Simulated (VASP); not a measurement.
# Mn (Im-3m) in VASP: further runs, part 2 of 2

VASP 6.6.1.

### Step 5. Single point, PBE+D3(BJ), collinear spin, ferromagnetic start

File INCAR:

```
PREC = Accurate ; ENCUT = 500
EDIFF = 1E-6 ; ISMEAR = 0
SIGMA = 0.1 ; LREAL = False
LASPH = True ; NELM = 200
ALGO = Normal ; ISIF = 2
LWAVE = False ; LCHARG = False
ISPIN = 2 ; MAGMOM = 0.76
LORBIT = 11 ; LMAXMIX = 4
GGA = PE ; IVDW = 12
NBANDS = 16 ; GGA_COMPAT = False
```

File KPOINTS:

```
regular mesh
0
Gamma
  6 6 6
```

File POSCAR:

```
Mn
1.0
   -1.3932737400      1.3932737400      1.3932737400
    1.3932737400     -1.3932737400      1.3932737400
    1.3932737400      1.3932737400     -1.3932737400
Mn
1
Direct
    0.0000000000      0.0000000000      0.0000000000
```

Potentials or basis: VASP PAW PBE potentials, release 64 (Mn_pv).

Run with:

```console
cat potpaw_PBE.64/Mn_pv/POTCAR > POTCAR
mpirun -np 1 vasp_std > vasp.out
```

OUTCAR:

```text
PREC = Accurate
   ENCUT = 500
   EDIFF = 1E-6
   ISMEAR = 0
   LREAL = False
   LASPH = True
   NELM = 200
   ISIF = 2
   ISPIN = 2
   LORBIT = 11
   GGA = PE
   IVDW = 12
 IVDW          = 12

 ion  position               nearest neighbor table
   1  0.000  0.000  0.000-

  LATTYP: Found a body centered cubic cell.
 ALAT       =     2.7865474800

  Lattice vectors:

 A1 = (  -1.3932737400,   1.3932737400,   1.3932737400)
[... 809 lines left out ...]
  --------------------------------------------------------------------------------------
  -------------------------------------------------------------------------------------
  Total      -0.25568    -0.25568    -0.25568     0.00000    -0.00000     0.00000
  in kB     -37.86507   -37.86507   -37.86507     0.00000    -0.00000     0.00000
  external pressure =      -37.87 kB  Pullay stress =        0.00 kB

 VOLUME and BASIS-vectors are now :
 -----------------------------------------------------------------------------
  energy-cutoff  :      500.00
  volume of cell :       10.82
      direct lattice vectors                 reciprocal lattice vectors
    -1.393273740  1.393273740  1.393273740     0.000000000  0.358867024  0.358867024
     1.393273740 -1.393273740  1.393273740     0.358867024  0.000000000  0.358867024
     1.393273740  1.393273740 -1.393273740     0.358867024  0.358867024  0.000000000

 POSITION                                       TOTAL-FORCE (eV/Angst)
 -----------------------------------------------------------------------------------
      0.00000      0.00000      0.00000        -0.000000     -0.000000     -0.000000
 -----------------------------------------------------------------------------------
    total drift:                                0.000000     -0.000000      0.000000

  FREE ENERGIE OF THE ION-ELECTRON SYSTEM (eV)
  ---------------------------------------------------
  free  energy   TOTEN  =        -9.2293177722 eV

  energy  without entropy=       -9.2223738070  energy(sigma->0) =       -9.22584579

 total charge

# of ion       s       p       d       tot
------------------------------------------
    1        0.415   6.395   5.159  11.969

 magnetization (x)

# of ion       s       p       d       tot
------------------------------------------
    1       -0.005  -0.011   0.827   0.812
```

OSZICAR:

```text
N       E                     dE             d eps       ncg     rms          rms(c)
DAV:   1     0.751067527560E+02    0.75107E+02   -0.69234E+03  1040   0.102E+03
DAV:   2    -0.892576930571E+01   -0.84033E+02   -0.80361E+02  1136   0.260E+02
DAV:   3    -0.104572553263E+02   -0.15315E+01   -0.15293E+01  1160   0.380E+01
DAV:   4    -0.104620036861E+02   -0.47484E-02   -0.47481E-02  1296   0.207E+00
DAV:   5    -0.104620328631E+02   -0.29177E-04   -0.29177E-04  1128   0.145E-01    0.134E+01
DAV:   6    -0.889272054734E+01    0.15693E+01   -0.24870E+00  1216   0.315E+01    0.248E+00
DAV:   7    -0.885644609587E+01    0.36274E-01   -0.11457E-01  1080   0.530E+00    0.121E+00
DAV:   8    -0.885419330289E+01    0.22528E-02   -0.36548E-03  1152   0.703E-01    0.747E-01
DAV:   9    -0.885232196984E+01    0.18713E-02   -0.19742E-03  1240   0.518E-01    0.211E-01
DAV:  10    -0.885242374212E+01   -0.10177E-03   -0.92629E-05  1040   0.921E-02    0.143E-01
DAV:  11    -0.885249948430E+01   -0.75742E-04   -0.62140E-05  1192   0.105E-01    0.243E-02
DAV:  12    -0.885250690456E+01   -0.74203E-05   -0.94395E-06  1024   0.329E-02    0.128E-02
DAV:  13    -0.885250694559E+01   -0.41031E-07   -0.26419E-07   800   0.662E-03
   1 F= -.92293178E+01 E0= -.92258458E+01  d E =-.694397E-02  mag=     0.8132
```

stdout:

```text
POSCAR found type information on POSCAR Mn
 POSCAR found :  1 types and       1 ions
 scaLAPACK will be used
 LDA part: xc-table for (Slater+PW92), standard interpolation
 POSCAR, INCAR and KPOINTS ok, starting setup
 FFT: planning ... GRIDC
 FFT: planning ... GRID_SOFT
 FFT: planning ... GRID
 WAVECAR not read
 entering main loop
```

It used 8.8 s of CPU time on 1 thread of AMD EPYC 7R13 Processor (Zen 3) (shared host).

What came out:

| Property | Result |
| --- | --- |
| Free energy | -9.2293 eV |
| Pressure | -3.8 GPa |
| Net moment | 0.81 μB per cell |
| Site moments | Mn +0.81 μB |
| Valence electrons inside the program's atomic spheres | Mn 11.97 |
| Dispersion energy per atom | -0.377 eV |

Caveat: the k points lie up to 0.53 Å⁻¹ apart; pairwise dispersion overbinds metals, which lowers pressure and volume.

### Step 6. Single point, PBE, collinear spin, ferromagnetic start

File INCAR:

```
ALGO     = Normal         # electronic algorithm
EDIFF    = 1E-6           # SCF threshold, eV
ENCUT    = 500            # plane-wave cutoff, eV
GGA      = PE             # functional
GGA_COMPAT= False        
ISIF     = 2              # what is computed and relaxed
ISMEAR   = -4             # smearing method
ISPIN    = 2              # spin polarisation
LASPH    = True           # aspherical terms in the spheres
LCHARG   = True           # write CHGCAR
LELF     = True           # ELF
LMAXMIX  = 4              # l up to which the mixer works
LORBIT   = 11             # projections on sites
LREAL    = False          # projectors in reciprocal space
LVHAR    = True         
LWAVE    = False          # write WAVECAR
MAGMOM   = 0.76           # initial moments
NBANDS   = 16             # bands
NELM     = 200            # most SCF steps
PREC     = Accurate       # precision mode
SIGMA    = 0.1            # smearing width, eV
```

File KPOINTS:

```
k-points
0
Gamma
  8 8 8
```

POSCAR is that of step 5.

Potentials or basis: VASP PAW PBE potentials, release 64 (Mn_pv).

Run with:

```console
cat potpaw_PBE.64/Mn_pv/POTCAR > POTCAR
mpirun -np 1 vasp_std > vasp.out
```

OUTCAR:

```text
EDIFF = 1E-6
   ENCUT = 500
   GGA = PE
   ISIF = 2
   ISMEAR = -4
   ISPIN = 2
   LASPH = True
   LORBIT = 11
   LREAL = False
   NELM = 200
   PREC = Accurate

 ion  position               nearest neighbor table
   1  0.000  0.000  0.000-

  LATTYP: Found a body centered cubic cell.
 ALAT       =     2.7865474800

  Lattice vectors:

 A1 = (  -1.3932737400,   1.3932737400,   1.3932737400)
 A2 = (   1.3932737400,  -1.3932737400,   1.3932737400)
 A3 = (   1.3932737400,   1.3932737400,  -1.3932737400)

Analysis of symmetry for initial positions (statically):
=====================================================================
 Subroutine PRICEL returns:
 Original cell was already a primitive cell.

 Routine SETGRP: Setting up the symmetry group for a
 body centered cubic supercell.

 Subroutine GETGRP returns: Found 48 space group operations
 (whereof 48 operations were pure point group operations)
 out of a pool of 48 trial point group operations.

The static configuration has the point symmetry O_h .

Analysis of symmetry for dynamics (positions and initial velocities):
=====================================================================
 Subroutine PRICEL returns:
 Original cell was already a primitive cell.

 Routine SETGRP: Setting up the symmetry group for a
 body centered cubic supercell.

 Subroutine GETGRP returns: Found 48 space group operations
 (whereof 48 operations were pure point group operations)
 out of a pool of 48 trial point group operations.

The dynamic configuration has the point symmetry O_h .

Analysis of structural, dynamic, and magnetic symmetry:
=====================================================================
 Subroutine PRICEL returns:
 Original cell was already a primitive cell.

 Routine SETGRP: Setting up the symmetry group for a
 body centered cubic supercell.

 Subroutine GETGRP returns: Found 48 space group operations
 (whereof 48 operations were pure point group operations)
 out of a pool of 48 trial point group operations.

The overall configuration has the point symmetry O_h .

 Subroutine INISYM returns: Found 48 space group operations
 (whereof 48 operations are pure point group operations),
 and found     1 'primitive' translations

----------------------------------------------------------------------------------------

                                     Primitive cell

  volume of cell :      10.8186

  direct lattice vectors                    reciprocal lattice vectors
    -1.393273740  1.393273740  1.393273740     0.000000000  0.358867024  0.358867024
     1.393273740 -1.393273740  1.393273740     0.358867024  0.000000000  0.358867024
     1.393273740  1.393273740 -1.393273740     0.358867024  0.358867024  0.000000000

  length of vectors
     2.413220907  2.413220907  2.413220907     0.507514612  0.507514612  0.507514612

  position of ions in fractional coordinates (direct lattice)
     0.000000000  0.000000000  0.000000000

  ion indices of the primitive-cell ions
   primitive index   ion index
                 1           1

[... 59 lines left out ...]
   dimension x,y,z NGXF=    36 NGYF=   36 NGZF=   36
   ions per type =               1
   NGX,Y,Z   is equivalent  to a cutoff of  12.40, 12.40, 12.40 a.u.
   NGXF,Y,Z  is equivalent  to a cutoff of  24.80, 24.80, 24.80 a.u.
 SYSTEM =  unknown system
   PREC   = accura    normal or accurate (medium, high low for compatibility)
   ISTART =      0    job   : 0-new  1-cont  2-samecut
   ICHARG =      2    charge: 1-file 2-atom 10-const
   ISPIN  =      2    spin polarized calculation?
   LNONCOLLINEAR =      F non collinear calculations
   LSORBIT =      F    spin-orbit coupling
   LASPH  =      T    aspherical Exc in radial PAW
   ENCUT  =  500.0 eV  36.75 Ry    6.06 a.u.   4.40  4.40  4.40*2*pi/ulx,y,z
   NELM   =    200;   NELMIN=  2; NELMDL= -5     # of ELM steps
   EDIFF  = 0.1E-05   stopping-criterion for ELM
   LREAL  =      F    real-space projection
   EDIFFG = 0.1E-04   stopping-criterion for IOM
   NSW    =      0    number of steps for IOM
   IBRION =     -1    ionic relax: 0-MD 1-quasi-New 2-CG
   NFREE  =      0    steps in history (QN), initial steepest desc. (CG)
   ISIF   =      2    stress and relaxation
   ISYM   =      2    0-nonsym 1-usesym 2-fastsym
   POTIM  = 0.5000    time-step for ionic-motion
   TEBEG  =    0.0;   TEEND  =   0.0 temperature during run
   PSTRESS=    0.0 pullay stress
   NELECT =      13.0000    total number of electrons
   NUPDOWN=      -1.0000    fix difference up-down
   EMIN   =  10.00;   EMAX   =-10.00  energy-range for DOS
   EFERMI =   0.00;   METHOD = LEGACY
   ISMEAR =    -4;   SIGMA  =   0.10  broadening in eV -4-tet -1-fermi 0-gaus
   EFERMI_NEDOS =   21; number of points for ismear=-14 and -15
   IALGO  =     38    algorithm
   IMIX   =      4    mixing-type and parameters
     AMIX     =   0.40;   BMIX     =  1.00
     AMIX_MAG =   1.60;   BMIX_MAG =  1.00
  volume/ion in A,a.u.               =      10.82        73.01
  Fermi-wavevector in a.u.,A,eV,Ry     =   1.740468  3.289009 41.215184  3.029231
  Thomas-Fermi vector in A             =   2.813112
   LORBIT       =     11    0 simple, 1 ext, 2 COOP (PROOUT), +10 PAW based schemes
   GGA     = PE    functional components
   LHFCALC =     F    Hartree Fock is set to
   AEXX    =    0.0000 exact exchange contribution
   IVDW    =     0    specifies the selected vdW correction
   LEPSILON=     F    determine dielectric tensor
   LRPA    =     F    only Hartree local field effects (RPA)
 spin polarized calculation
 Fermi weights with tetrahedron method witout Bloechl corrections
  energy-cutoff  :      500.00
  volume of cell :       10.82
 maximum number of plane-waves:       285
 NGX is ok and might be reduce to    18
   NGX =  9   NGY =  9   NGZ =  9

 number of electron      13.0000003 magnetization       0.9367658

 Free energy of the ion-electron system (eV)
  ---------------------------------------------------
  ext. energy  EPLUGINS =         0.00000000
  ---------------------------------------------------
  free energy    TOTEN  =        -8.78688525 eV

  energy without entropy =       -8.78688525  energy(sigma->0) =       -8.78688525

 E-fermi :  10.6467     XC(G=0): -13.9744

 val. band max:       11.4441257725   @ k =   0.5000   0.0000   0.0000
 cond. band min:      10.3009553293   @ k =  -0.2500   0.2500   0.2500
 fundamental gap:     -1.1431704431
 Fermi energy:        10.6466825083

 spin component 1

 k-point     1 :       0.0000    0.0000    0.0000
  band No.  band energies     occupation
      1     -37.7127      1.00000
      2     -37.7127      1.00000
      3     -37.7127      1.00000
      4       2.0724      1.00000
      5       8.8218      1.00000
      6       8.8218      1.00000
[... 435 lines left out ...]
      5       7.1621      1.00000
      6       9.3461      0.99850
[... 8 lines left out ...]
     15      43.7024      0.00000
     16      44.2005      0.00000

 [... further k-points ...]

 spin component 2

 k-point     1 :       0.0000    0.0000    0.0000
  band No.  band energies     occupation
      1     -36.6354      1.00000
      2     -36.6354      1.00000
      3     -36.6354      1.00000
      4       2.1906      1.00000
      5       9.6242      1.00000
      6       9.6242      1.00000
[... 435 lines left out ...]
      5       7.9534      1.00000
      6      10.1159      0.94044
[... 8 lines left out ...]
     15      44.1273      0.00000
     16      44.4248      0.00000

 [... further k-points ...]

------------------------ aborting loop because EDIFF is reached ----------------------------------------

  FORCE on cell =-STRESS in cart. coord.  units (eV):
  Direction    XX          YY          ZZ          XY          YZ          ZX
  --------------------------------------------------------------------------------------
  -------------------------------------------------------------------------------------
  Total        0.3380699      0.3380699      0.3380699      0.0000000      0.0000000     -0.0000000
  in kB       50.0665560     50.0665560     50.0665560      0.0000000      0.0000000     -0.0000000
  external PRESSURE =      50.0665560 kB  Pullay stress =       0.0000000 kB

 VOLUME and BASIS-vectors are now :
 -----------------------------------------------------------------------------
  energy-cutoff  :      500.00
  volume of cell :       10.82
      direct lattice vectors                 reciprocal lattice vectors
    -1.393273740  1.393273740  1.393273740     0.000000000  0.358867024  0.358867024
     1.393273740 -1.393273740  1.393273740     0.358867024  0.000000000  0.358867024
     1.393273740  1.393273740 -1.393273740     0.358867024  0.358867024  0.000000000

 POSITION                                       TOTAL-FORCE (eV/Angst)
 -----------------------------------------------------------------------------------
      0.00000      0.00000      0.00000         0.000000      0.000000      0.000000
 -----------------------------------------------------------------------------------
    total drift:                                0.000000     -0.000000      0.000000

  FREE ENERGIE OF THE ION-ELECTRON SYSTEM (eV)
  ---------------------------------------------------
  free  energy   TOTEN  =        -8.7868852534 eV

  energy  without entropy=       -8.7868852534  energy(sigma->0) =       -8.78688525

 total charge

# of ion       s       p       d       tot
------------------------------------------
    1        0.416   6.408   5.139  11.963

 magnetization (x)

# of ion       s       p       d       tot
------------------------------------------
    1       -0.004  -0.021   0.966   0.941
```

It used 15 s of CPU time on 1 thread of AMD EPYC 7R13 Processor (Zen 3), on a shared host.

Results:

```
Free energy                                           : -8.7869 eV
Pressure                                              : 5.0 GPa
Net moment                                            : 0.94 μB per cell
Site moments                                          : Mn +0.94 μB
Valence electrons inside the program's atomic spheres : Mn 11.96
```

Levels at points of the mesh, in eV from the Fermi level:
Spin up:
```tsv
k point	band 3	band 4	band 5	band 6	band 7	band 8	band 9	band 10	band 11	band 12
(0.00, 0.00, 0.00)	-48.36	-8.57	-1.82	-1.82	-1.82	-0.06	-0.06	23.80	23.80	23.80
(0.50, 0.00, 0.00)	-48.36	-5.07	-3.23	-0.03	0.22	0.70	1.61	9.06	17.99	21.51
(0.50, 0.50, 0.50)	-48.87	-4.99	-4.99	1.26	1.26	1.26	10.58	10.58	10.58	17.07
```
Spin down:
| k point | band 3 | band 4 | band 5 | band 6 | band 7 | band 8 | band 9 | band 10 |
| --- | --- | --- | --- | --- | --- | --- | --- | --- |
| (0.00, 0.00, 0.00) | -47.28 | -8.46 | -1.02 | -1.02 | -1.02 | 1.09 | 1.09 | 23.74 |
| (0.50, 0.00, 0.00) | -47.29 | -4.53 | -2.52 | 0.80 | 1.04 | 1.41 | 2.55 | 9.67 |
| (0.50, 0.50, 0.50) | -47.81 | -4.25 | -4.25 | 2.18 | 2.18 | 2.18 | 10.74 | 10.74 |

Caveat: the k points lie up to 0.40 Å⁻¹ apart.

### Step 7. Overview

```tsv
level	k mesh	smearing	gap on the mesh (eV)	pressure (GPa)	moment (μB)
PBE	2 × 2 × 2, shifted	gaussian 0.1 eV	none	3.5	1.04
BLYP+D3(BJ)	4 × 4 × 4	gaussian 0.1 eV	none	-0.1	1.00
PBE	6 × 6 × 6	tetrahedron	none	6.5	0.98
PBE+D3(BJ)	6 × 6 × 6	gaussian 0.1 eV	none	-3.8	0.81
PBE	8 × 8 × 8	tetrahedron	none	5.0	0.94
```

Alike in all rows: task single point; potentials or basis VASP PAW PBE potentials, release 64 (Mn_pv); spin collinear, ferromagnetic start; cell as given; cutoff (eV) 500.

Caveats: all runs use coarse meshes; pairwise dispersion overbinds metals, which lowers pressure and volume (some runs); the PAW data sets were made with another functional, which shifts forces and pressure a little (some runs).

Absolute energies hang on the potentials; compare differences alone.
